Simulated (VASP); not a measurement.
Wanted: the native input for a VASP 6.6.1 run.

* Task: single point
* Functional: PBE
* Potentials or basis: VASP PAW PBE potentials, release 64 (Mn_pv, O)
* Cutoff: 520 eV
* k mesh: 10 × 10 × 10
* Occupations: fermi-dirac, width 0.05 eV
* Spin: collinear spin, ferromagnetic start
* Starting moments: [4.0, 0.0] μB
* Dipole correction: no
* Further INCAR settings: ALGO = Normal; EDIFF = 1e-06; NBANDS = 20

The structure of MnO lies in POSCAR:

```
MnO
1.0
    0.0000000000      2.1785090927      2.1785090927
    2.1785090927      0.0000000000      2.1785090927
    2.1785090927      2.1785090927      0.0000000000
Mn O
1 1
Direct
    0.0000000000      0.0000000000      0.0000000000
    0.5000000000      0.5000000000      0.5000000000
```

These files were run (other wordings do the same):

INCAR

```
SYSTEM = MnO
ALGO = Normal ; EDIFF = 1E-6
ENCUT = 520 ; GGA = PE
ISIF = 2 ; ISMEAR = -1
ISPIN = 2 ; LASPH = .TRUE.
LCHARG = .TRUE. ; LELF = .TRUE.
LMAXMIX = 4 ; LORBIT = 11
LREAL = .FALSE. ; LVHAR = .TRUE.
LWAVE = .FALSE. ; MAGMOM = 4 0
NBANDS = 20 ; NELM = 150
PREC = Accurate ; SIGMA = 0.05
```

KPOINTS

```
k-points
0
G
  10 10 10
  0 0 0
```

Potentials or basis: VASP PAW PBE potentials, release 64 (Mn_pv, O).

The run is started by

```sh
$ cat potpaw_PBE.64/Mn_pv/POTCAR potpaw_PBE.64/O/POTCAR > POTCAR
$ mpirun -np 1 vasp_std > vasp.out
```

It gave:

* Pressure: 6.9 GPa
* Net moment: 4.58 μB per cell
* Site moments: Mn +4.18; O +0.19 μB
* Valence electrons inside the program's atomic spheres: Mn 11.42; O 5.00

Caveat: a cell with one magnetic atom can't hold antiferromagnetic order, which such compounds often take.

Wall time 28 s on 1 thread of Intel Xeon 6975P-C, with other jobs on the host, peak memory 0.16 GiB.
